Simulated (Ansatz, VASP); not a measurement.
# Pb: VASP beside Ansatz

```xyz
1
Lattice="0.0000 2.4584 2.4584 2.4584 0.0000 2.4584 2.4584 2.4584 0.0000" Properties=species:S:1:pos:R:3 pbc="T T T"
Pb    0.0000    0.0000    0.0000
```

Alike in both runs: task single point; functional r2SCAN; dispersion D4; k mesh 9 × 9 × 9; occupations fermi-dirac, width 0.05 eV; no spin polarisation.

```csv
,VASP,Ansatz
version,VASP 6.6.1,Ansatz 0.2.0
potentials or method,"VASP PAW PBE potentials, release 64 (Pb_d)",Ansatz PAW
plane-wave cutoff (eV),520,500
valence electrons in the cell,14,14
```

|  | VASP | Ansatz | Ansatz less VASP |
| --- | --- | --- | --- |
| gap on the k mesh at the Fermi level (eV) | none | none | - |
| pressure (GPa) | 1.5 | 1.5 | +0.01 |

VASP's potentials were made for PBE, not for r2SCAN. A gap of «none» marks a metal or a gap that the smearing closes.

Spin-orbit coupling is off throughout.
